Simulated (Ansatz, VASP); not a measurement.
**Nb in VASP and in Ansatz**

Contents of INCAR:

```
SYSTEM = Nb
PREC     = Accurate       ! precision mode
ENCUT    = 520            ! plane-wave cutoff, eV
EDIFF    = 1E-7           ! SCF threshold, eV
ISMEAR   = 0              ! smearing method
SIGMA    = 0.15           ! smearing width, eV
LREAL    = .FALSE.        ! projectors in reciprocal space
LASPH    = .TRUE.         ! aspherical terms in the spheres
NELM     = 100            ! most SCF steps
ALGO     = Fast           ! electronic algorithm
ISIF     = 2              ! what is computed and relaxed
LWAVE    = .FALSE.        ! write WAVECAR
LCHARG   = .FALSE.        ! write CHGCAR
GGA      = PS             ! functional
NBANDS   = 12             ! bands
```

Contents of KPOINTS:

```
Automatic mesh
0
G
  20 20 20
  0 0 0
```

The input POSCAR:

```
Nb
1.0
    0.0000000000      2.1784500000      2.1150000000
    2.1784500000      0.0000000000      2.1150000000
    2.1784500000      2.1784500000      0.0000000000
Nb
1
Direct
    0.0000000000      0.0000000000      0.0000000000
```

Input for Ansatz:

```yaml
crystal:
  lattice:
    - [0.0, 2.17845, 2.115]
    - [2.17845, 0.0, 2.115]
    - [2.17845, 2.17845, 0.0]
  atoms:
    - { symbol: Nb, position: [0.0, 0.0, 0.0] }
basis:
  ecutwfc: 420
kpoints:
  mp_grid: { grid: [20, 20, 20] }
hamiltonian:
  xc: pbesol
scf:
  occupations: { method: gaussian, width: 0.15 }
output:
  forces: true
  stress: true
  eigenvalues: true
  write_density: true
  write_potential: true
  elf: true
  volumetric_format: npy
```

Change from the starting cell: strain +0.030 along x and y, +0.000 along z, atoms carried along.

Alike in both runs: task single point; functional PBEsol; k mesh 20 × 20 × 20; occupations gaussian, width 0.15 eV; no spin polarisation.

|  | VASP | Ansatz |
| --- | --- | --- |
| version | VASP 6.6.1 | Ansatz 0.2.0 |
| potentials or method | VASP PAW PBE potentials, release 64 (Nb_sv), cutoff 520 eV | scalar-relativistic, plane waves, PAW |
| valence electrons in the cell | 13 | 13 |

```csv
,VASP,Ansatz,Ansatz less VASP
gap on the k mesh at the Fermi level (eV),none,none,-
pressure (GPa),-15.1,-14.9,+0.24
"traceless stress, the component that is largest in VASP (GPa)",-4.24,-4.27,-0.030
```

VASP's potentials were made for PBE, not for PBEsol. A gap of «none» marks a metal or a gap that the smearing closes. With one functional, cell and mesh, what is left measures potentials, basis and numerics.
